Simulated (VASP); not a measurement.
# CoO (Fm-3m) in VASP: further runs

CoO is run at these levels: PBE+U, RPBE+D4+U; tasks: single point.

Program: VASP 6.6.1. These are calculated values, not measurements. Logs are shortened: lines on timing, memory, paths and dates and some standing lists are left out, and cuts for length are marked.

## (1) The cell of the first run

The structure is cubic, space group Fm-3m (No. 225). The conventional cell has a = 4.263 Å, b = 4.263 Å, c = 4.263 Å, α = 90.00°, β = 90.00°, γ = 90.00°. Co (site symmetry m-3m) has 6 O at 2.13 Å within 2.8 Å. Within 2.8 Å of O (site symmetry m-3m) lie 6 Co at 2.13 Å.

## (2) Single point, PBE+U, collinear spin, ferromagnetic start

INCAR

```
ALGO = Normal
EDIFF = 1E-6
ENCUT = 520
GGA = PE
ISIF = 2
ISMEAR = 0
ISPIN = 2
LASPH = True
LCHARG = True
LDAU = True
LDAUJ = 0 0
LDAUL = 2 -1
LDAUPRINT = 1
LDAUTYPE = 2
LDAUU = 3.3 0
LELF = True
LMAXMIX = 4
LORBIT = 11
LREAL = False
LVHAR = True
LWAVE = False
MAGMOM = 3 0
NBANDS = 18
NELM = 150
PREC = Accurate
SIGMA = 0.05
```

KPOINTS

```
k-points
0
Gamma
  10 10 10
```

POSCAR

```
CoO
1.0
    0.0000000000      2.1315016559      2.1315016559
    2.1315016559      0.0000000000      2.1315016559
    2.1315016559      2.1315016559      0.0000000000
Co O
1 1
Direct
    0.0000000000      0.0000000000      0.0000000000
    0.5000000000      0.5000000000      0.5000000000
```

Potentials or basis: VASP PAW PBE potentials, release 64 (Co, O).

Launch:

```bash
cat potpaw_PBE.64/Co/POTCAR potpaw_PBE.64/O/POTCAR > POTCAR
mpirun -np 1 vasp_std > vasp.out
```

OUTCAR:

```text
EDIFF = 1E-6
   ENCUT = 520
   GGA = PE
   ISIF = 2
   ISMEAR = 0
   ISPIN = 2
   LASPH = True
   LORBIT = 11
   LREAL = False
   NELM = 150
   PREC = Accurate

 ion  position               nearest neighbor table
   1  0.000  0.000  0.000-   2 2.13   2 2.13   2 2.13   2 2.13   2 2.13   2 2.13
   2  0.500  0.500  0.500-   1 2.13   1 2.13   1 2.13   1 2.13   1 2.13   1 2.13

  LATTYP: Found a face centered cubic cell.
 ALAT       =     4.2630033118

  Lattice vectors:

 A1 = (   0.0000000000,   2.1315016559,   2.1315016559)
 A2 = (   2.1315016559,   0.0000000000,   2.1315016559)
 A3 = (   2.1315016559,   2.1315016559,   0.0000000000)

Analysis of symmetry for initial positions (statically):
=====================================================================
 Subroutine PRICEL returns:
 Original cell was already a primitive cell.

 Routine SETGRP: Setting up the symmetry group for a
 face centered cubic supercell.

 Subroutine GETGRP returns: Found 48 space group operations
 (whereof 48 operations were pure point group operations)
 out of a pool of 48 trial point group operations.

The static configuration has the point symmetry O_h .

Analysis of symmetry for dynamics (positions and initial velocities):
=====================================================================
 Subroutine PRICEL returns:
 Original cell was already a primitive cell.

 Routine SETGRP: Setting up the symmetry group for a
 face centered cubic supercell.

 Subroutine GETGRP returns: Found 48 space group operations
 (whereof 48 operations were pure point group operations)
 out of a pool of 48 trial point group operations.

The dynamic configuration has the point symmetry O_h .

Analysis of structural, dynamic, and magnetic symmetry:
=====================================================================
 Subroutine PRICEL returns:
 Original cell was already a primitive cell.

 Routine SETGRP: Setting up the symmetry group for a
 face centered cubic supercell.
[... 166 lines left out ...]
 -0.0000 -0.0000  0.0000  0.0000  0.1369

 occupancies and eigenvectors

  o =  0.1369  v =  0.0000  0.0000  0.0000  0.0000  0.0000  0.0000  0.0000  1.0000  0.0000 -0.0048      0.0000  0.0000  0.0000  0.0000  0.0000  0.0000  0.0000  0.0000  0.0000  0.0000
  o =  0.1369  v =  0.0000  0.0000  0.0000  0.0000  0.0000  0.0000  0.0000 -0.0048  0.0000 -1.0000      0.0000  0.0000  0.0000  0.0000  0.0000  0.0000  0.0000  0.0000  0.0000  0.0000
  o =  0.6537  v =  0.0000  0.0000  0.0000  0.0000  0.0000  0.0000 -0.5253  0.0000  0.8509 -0.0000      0.0000  0.0000  0.0000  0.0000  0.0000  0.0000  0.0000  0.0000  0.0000  0.0000
  o =  0.6537  v =  0.0000  0.0000  0.0000  0.0000  0.0000  0.0000 -0.8509  0.0000 -0.5253 -0.0000      0.0000  0.0000  0.0000  0.0000  0.0000  0.0000  0.0000  0.0000  0.0000  0.0000
  o =  0.6537  v =  0.0000  0.0000  0.0000  0.0000  0.0000  1.0000  0.0000  0.0000  0.0000  0.0000      0.0000  0.0000  0.0000  0.0000  0.0000  0.0000  0.0000  0.0000  0.0000  0.0000
  o =  0.9678  v =  0.0000  0.6722 -0.0000 -0.7404 -0.0000  0.0000  0.0000  0.0000  0.0000  0.0000      0.0000  0.0000  0.0000  0.0000  0.0000  0.0000  0.0000  0.0000  0.0000  0.0000
  o =  0.9678  v =  1.0000  0.0000  0.0000  0.0000  0.0000  0.0000  0.0000  0.0000  0.0000  0.0000      0.0000  0.0000  0.0000  0.0000  0.0000  0.0000  0.0000  0.0000  0.0000  0.0000
  o =  0.9678  v =  0.0000  0.7404 -0.0000  0.6722 -0.0000  0.0000  0.0000  0.0000  0.0000  0.0000      0.0000  0.0000  0.0000  0.0000  0.0000  0.0000  0.0000  0.0000  0.0000  0.0000
  o =  1.0116  v =  0.0000  0.0000 -0.0060  0.0000  1.0000  0.0000  0.0000  0.0000  0.0000  0.0000      0.0000  0.0000  0.0000  0.0000  0.0000  0.0000  0.0000  0.0000  0.0000  0.0000
  o =  1.0116  v =  0.0000 -0.0000 -1.0000 -0.0000 -0.0060  0.0000  0.0000  0.0000  0.0000  0.0000      0.0000  0.0000  0.0000  0.0000  0.0000  0.0000  0.0000  0.0000  0.0000  0.0000

 number of electron      15.0000007 magnetization       2.9976303

 Free energy of the ion-electron system (eV)
  ---------------------------------------------------
  ext. energy  EPLUGINS =         0.00000000
  ---------------------------------------------------
  free energy    TOTEN  =       -11.30118193 eV

  energy without entropy =      -11.29497904  energy(sigma->0) =      -11.29808049

 E-fermi :   7.3491     XC(G=0): -12.3763

 val. band max:        7.3425221911   @ k =   0.4000   0.2000   0.1000
 cond. band min:       7.3525545686   @ k =   0.5000   0.3000   0.0000
 fundamental gap:      0.0100323775
 Fermi energy:         7.3491349096

 spin component 1

 k-point     1 :       0.0000    0.0000    0.0000
  band No.  band energies     occupation
      1     -12.1316      1.00000
      2       2.7438      1.00000
      3       2.7438      1.00000
      4       3.1948      1.00000
      5       3.1948      1.00000
      6       3.1948      1.00000
[... 1001 lines left out ...]
     17      37.8993      0.00000
     18      39.2229      0.00000

 [... further k-points ...]
[... 5 lines left out ...]
  --------------------------------------------------------------------------------------
  -------------------------------------------------------------------------------------
  Total       -0.2906121     -0.2906121     -0.2906121     -0.0000000      0.0000000      0.0000000
  in kB      -24.0401556    -24.0401556    -24.0401556     -0.0000000      0.0000000      0.0000000
  external PRESSURE =     -24.0401556 kB  Pullay stress =       0.0000000 kB

 VOLUME and BASIS-vectors are now :
 -----------------------------------------------------------------------------
  energy-cutoff  :      520.00
  volume of cell :       19.37
      direct lattice vectors                 reciprocal lattice vectors
     0.000000000  2.131501656  2.131501656    -0.234576407  0.234576407  0.234576407
     2.131501656  0.000000000  2.131501656     0.234576407 -0.234576407  0.234576407
     2.131501656  2.131501656  0.000000000     0.234576407  0.234576407 -0.234576407

 POSITION                                       TOTAL-FORCE (eV/Angst)
 -----------------------------------------------------------------------------------
      0.00000      0.00000      0.00000         0.000000      0.000000      0.000000
      2.13150      2.13150      2.13150         0.000000      0.000000      0.000000
 -----------------------------------------------------------------------------------
    total drift:                                0.000000     -0.000000     -0.000000

  FREE ENERGIE OF THE ION-ELECTRON SYSTEM (eV)
  ---------------------------------------------------
  free  energy   TOTEN  =       -11.3011819347 eV

  energy  without entropy=      -11.2949790422  energy(sigma->0) =      -11.29808049

 total charge

# of ion       s       p       d       tot
------------------------------------------
    1        0.296   0.360   7.137   7.794
    2        1.553   3.447   0.000   4.999
--------------------------------------------------
tot          1.849   3.807   7.137  12.793

 magnetization (x)

# of ion       s       p       d       tot
------------------------------------------
    1        0.021   0.018   2.692   2.730
    2        0.023   0.233   0.000   0.257
--------------------------------------------------
tot          0.044   0.251   2.692   2.987
```

Run time: 29 s. Hardware: 1 thread of Intel Xeon Platinum 8259CL at 2.50GHz (Skylake/Cascade Lake), shared host; peak memory 0.16 GiB.

Results:

- Free energy: -11.3012 eV
- Pressure: -2.4 GPa
- Band gap on the k mesh: zero (filled and empty bands overlap)
- Net moment: 3.00 μB per cell
- Site moments: Co +2.73; O +0.26 μB
- Valence electrons inside the program's atomic spheres: Co 7.79; O 5.00

Eigenvalues of the final occupation matrices:
| site | spin | trace | eigenvalues |
| --- | --- | --- | --- |
| site 1 d | 1 | 4.93 | 0.97 0.97 0.97 1.01 1.01 |
| site 1 d | 2 | 2.23 | 0.14 0.14 0.65 0.65 0.65 |

Caveat: a cell with one magnetic atom can't hold antiferromagnetic order, which such compounds often take.

## (3) Single point, RPBE+D4+U, collinear spin, ferromagnetic start

INCAR

```
ALGO = Normal ; EDIFF = 1E-7
ENCUT = 520 ; GGA = RP
ISIF = 2 ; ISMEAR = 0
ISPIN = 2 ; IVDW = 13
LASPH = T ; LCHARG = T
LDAU = T ; LDAUJ = 0 0
LDAUL = 2 -1 ; LDAUPRINT = 1
LDAUTYPE = 2 ; LDAUU = 3.3 0
LELF = T ; LMAXMIX = 4
LORBIT = 11 ; LREAL = F
LVHAR = T ; LWAVE = F
MAGMOM = 2.86 0 ; NBANDS = 18
NELM = 150 ; PREC = Accurate
SIGMA = 0.05
```

KPOINTS is that of step 2.

POSCAR is that of step 2.

Potentials or basis: VASP PAW PBE potentials, release 64 (Co, O).

Launch:

```bash
cat potpaw_PBE.64/Co/POTCAR potpaw_PBE.64/O/POTCAR > POTCAR
mpirun -np 1 vasp_std > vasp.out
```

OUTCAR:

```text
EDIFF = 1E-7
   ENCUT = 520
   GGA = RP
   ISIF = 2
   ISMEAR = 0
   ISPIN = 2
   IVDW = 13
   LASPH = T
   LORBIT = 11
   LREAL = F
   NELM = 150
   PREC = Accurate

 ion  position               nearest neighbor table
   1  0.000  0.000  0.000-   2 2.13   2 2.13   2 2.13   2 2.13   2 2.13   2 2.13
   2  0.500  0.500  0.500-   1 2.13   1 2.13   1 2.13   1 2.13   1 2.13   1 2.13

  LATTYP: Found a face centered cubic cell.
 ALAT       =     4.2630033118

  Lattice vectors:

 A1 = (   0.0000000000,   2.1315016559,   2.1315016559)
 A2 = (   2.1315016559,   0.0000000000,   2.1315016559)
 A3 = (   2.1315016559,   2.1315016559,   0.0000000000)

Analysis of symmetry for initial positions (statically):
=====================================================================
 Subroutine PRICEL returns:
 Original cell was already a primitive cell.

 Routine SETGRP: Setting up the symmetry group for a
 face centered cubic supercell.

 Subroutine GETGRP returns: Found 48 space group operations
 (whereof 48 operations were pure point group operations)
 out of a pool of 48 trial point group operations.

The static configuration has the point symmetry O_h .

Analysis of symmetry for dynamics (positions and initial velocities):
=====================================================================
 Subroutine PRICEL returns:
 Original cell was already a primitive cell.

 Routine SETGRP: Setting up the symmetry group for a
 face centered cubic supercell.

 Subroutine GETGRP returns: Found 48 space group operations
 (whereof 48 operations were pure point group operations)
 out of a pool of 48 trial point group operations.

The dynamic configuration has the point symmetry O_h .

Analysis of structural, dynamic, and magnetic symmetry:
[... 184 lines left out ...]
  o =  1.0117  v =  0.0000  0.0000  0.0120 -0.0000  0.9999  0.0000  0.0000  0.0000  0.0000  0.0000      0.0000  0.0000  0.0000  0.0000  0.0000  0.0000  0.0000  0.0000  0.0000  0.0000
  o =  1.0117  v =  0.0000 -0.0000  0.9999 -0.0000 -0.0120  0.0000  0.0000  0.0000  0.0000  0.0000      0.0000  0.0000  0.0000  0.0000  0.0000  0.0000  0.0000  0.0000  0.0000  0.0000

 number of electron      15.0000007 magnetization       2.9999819

 Free energy of the ion-electron system (eV)
  ---------------------------------------------------
  ext. energy  EPLUGINS =         0.00000000
  ---------------------------------------------------
  free energy    TOTEN  =       -10.46029341 eV

  energy without entropy =      -10.45392574  energy(sigma->0) =      -10.45710958

 E-fermi :   7.5026     XC(G=0): -12.1930

 val. band max:        7.4971507680   @ k =   0.4000   0.2000   0.1000
 cond. band min:       7.5036752602   @ k =   0.5000   0.3000   0.0000
 fundamental gap:      0.0065244922
 Fermi energy:         7.5026286471

 spin component 1

 k-point     1 :       0.0000    0.0000    0.0000
  band No.  band energies     occupation
      1     -12.0494      1.00000
      2       2.8613      1.00000
      3       2.8613      1.00000
      4       3.3196      1.00000
      5       3.3197      1.00000
      6       3.3197      1.00000
[... 1001 lines left out ...]
     17      38.1129      0.00000
     18      39.4227      0.00000

 [... further k-points ...]

------------------------ aborting loop because EDIFF is reached ----------------------------------------

  DFT-D4 for vdW energy calculation

  Edisp (eV):   -1.18250

  FORCE on cell =-STRESS in cart. coord.  units (eV):
  Direction    XX          YY          ZZ          XY          YZ          ZX
  --------------------------------------------------------------------------------------
  -------------------------------------------------------------------------------------
  Total      -0.34495    -0.34495    -0.34495    -0.00000     0.00000    -0.00000
  in kB     -28.53510   -28.53510   -28.53510    -0.00000     0.00000    -0.00000
  external pressure =      -28.54 kB  Pullay stress =        0.00 kB

 VOLUME and BASIS-vectors are now :
 -----------------------------------------------------------------------------
  energy-cutoff  :      520.00
  volume of cell :       19.37
      direct lattice vectors                 reciprocal lattice vectors
     0.000000000  2.131501656  2.131501656    -0.234576407  0.234576407  0.234576407
     2.131501656  0.000000000  2.131501656     0.234576407 -0.234576407  0.234576407
     2.131501656  2.131501656  0.000000000     0.234576407  0.234576407 -0.234576407

 POSITION                                       TOTAL-FORCE (eV/Angst)
 -----------------------------------------------------------------------------------
      0.00000      0.00000      0.00000         0.000000     -0.000000     -0.000000
      2.13150      2.13150      2.13150        -0.000000      0.000000      0.000000
 -----------------------------------------------------------------------------------
    total drift:                                0.000000     -0.000000     -0.000000

  FREE ENERGIE OF THE ION-ELECTRON SYSTEM (eV)
  ---------------------------------------------------
  free  energy   TOTEN  =       -11.6427971160 eV

  energy  without entropy=      -11.6364294439  energy(sigma->0) =      -11.63961328

 total charge

# of ion       s       p       d       tot
------------------------------------------
    1        0.295   0.359   7.134   7.788
    2        1.558   3.456   0.000   5.014
--------------------------------------------------
tot          1.853   3.815   7.134  12.802

 magnetization (x)

# of ion       s       p       d       tot
------------------------------------------
    1        0.021   0.017   2.699   2.737
    2        0.023   0.232   0.000   0.255
--------------------------------------------------
tot          0.044   0.249   2.699   2.992
```

Wall time 40 s (1 thread of Intel Xeon Platinum 8259CL at 2.50GHz (Skylake/Cascade Lake), shared host); peak memory 0.16 GiB.

What came out:

* Free energy: -11.6428 eV
* Pressure: -2.9 GPa
* Band gap on the k mesh: zero (filled and empty bands overlap)
* Net moment: 3.00 μB per cell
* Site moments: Co +2.74; O +0.26 μB
* Valence electrons inside the program's atomic spheres: Co 7.79; O 5.01
* Dispersion energy per atom: -0.591 eV

Eigenvalues of the final occupation matrices:
```
    site  spin  trace               eigenvalues
site 1 d     1   4.93  0.97 0.97 0.97 1.01 1.01
site 1 d     2   2.23  0.13 0.13 0.65 0.65 0.65
```

Caveat: the PAW data sets were made with another functional, which shifts forces and pressure a little; a cell with one magnetic atom can't hold antiferromagnetic order, which such compounds often take; pairwise dispersion overbinds metals, which lowers pressure and volume. The state reached can hang on the start; a lower one may exist.

## (4) Single point, RPBE+D4+U, collinear spin, ferromagnetic start

INCAR

```
SYSTEM = CoO
PREC     = Accurate       ! precision mode
ENCUT    = 520            ! plane-wave cutoff, eV
EDIFF    = 1E-7           ! SCF threshold, eV
ISMEAR   = 0              ! smearing method
SIGMA    = 0.05           ! smearing width, eV
LREAL    = .False.        ! projectors in reciprocal space
LASPH    = .True.         ! aspherical terms in the spheres
NELM     = 150            ! most SCF steps
ALGO     = Normal         ! electronic algorithm
ISIF     = 2              ! what is computed and relaxed
LWAVE    = .False.        ! write WAVECAR
LCHARG   = .False.        ! write CHGCAR
ISPIN    = 2              ! spin polarisation
MAGMOM   = 2.87 0.25      ! initial moments
LORBIT   = 11             ! projections on sites
LMAXMIX  = 4              ! l up to which the mixer works
LDAU     = .True.         ! DFT+U
LDAUTYPE = 2            
LDAUL    = 2 -1           ! shell
LDAUU    = 3.3 0          ! U, eV
LDAUJ    = 0 0          
LDAUPRINT= 1            
GGA      = RP             ! functional
IVDW     = 13             ! dispersion correction
NBANDS   = 18             ! bands
```

KPOINTS

```
regular mesh
0
Gamma
  10 10 10
  0 0 0
```

POSCAR

```
CoO
1.0
    0.0000000000      2.1315287698      2.1315287698
    2.1315287698      0.0000000000      2.1315287698
    2.1315287698      2.1315287698      0.0000000000
Co O
1 1
Direct
    0.0000000000      0.0000000000      0.0000000000
    0.5000000000      0.5000000000      0.5000000000
```

Launch:

```bash
cat potpaw_PBE.64/Co/POTCAR potpaw_PBE.64/O/POTCAR > POTCAR
mpirun -np 1 vasp_std > vasp.out
```

Run time: 37 s. Hardware: 1 thread of Intel Xeon Platinum 8259CL at 2.50GHz (Skylake/Cascade Lake), shared host; peak memory 0.16 GiB.

It converged, with:

```yaml
Free_energy: -11.6428 eV
Pressure: -2.8 GPa
Band_gap_on_the_k_mesh: zero (filled and empty bands overlap)
Net_moment: 3.00 μB per cell
Site_moments: Co +2.74; O +0.26 μB
Valence_electrons_inside_the_program's_atomic_spheres: Co 7.79; O 5.01
Dispersion_energy_per_atom: -0.591 eV
```

Levels at points of the mesh, in eV from the Fermi level:
Spin up:
| k point | band 6 | band 7 | band 8 | band 9 | band 10 | band 11 | band 12 | band 13 |
| --- | --- | --- | --- | --- | --- | --- | --- | --- |
| (0.00, 0.00, 0.00) | -4.18 | -2.38 | -2.38 | -2.38 | 1.63 | 17.54 | 17.79 | 17.79 |
| (0.50, 0.00, 0.00) | -3.57 | -2.65 | -0.18 | -0.18 | 5.72 | 9.97 | 14.04 | 14.04 |
| (0.50, 0.50, 0.00) | -3.61 | -3.61 | -3.29 | -3.29 | 6.43 | 10.56 | 11.47 | 16.42 |
Spin down:
```
           k point  band 4  band 5  band 6  band 7  band 8  band 9
(0.00, 0.00, 0.00)   -1.89   -1.12   -1.12   -1.12    1.87    1.87
(0.50, 0.00, 0.00)   -3.69   -0.10   -0.10    0.20    4.22    4.22
(0.50, 0.50, 0.00)   -3.15   -2.17    0.04    0.04    2.36    2.74
```

Eigenvalues of the final occupation matrices:
| site | spin | trace | eigenvalues |
| --- | --- | --- | --- |
| site 1 d | 1 | 4.93 | 0.97 0.97 0.97 1.01 1.01 |
| site 1 d | 2 | 2.23 | 0.13 0.13 0.65 0.65 0.65 |

Caveat: the PAW data sets were made with another functional, which shifts forces and pressure a little; a cell with one magnetic atom can't hold antiferromagnetic order, which such compounds often take; pairwise dispersion overbinds metals, which lowers pressure and volume.
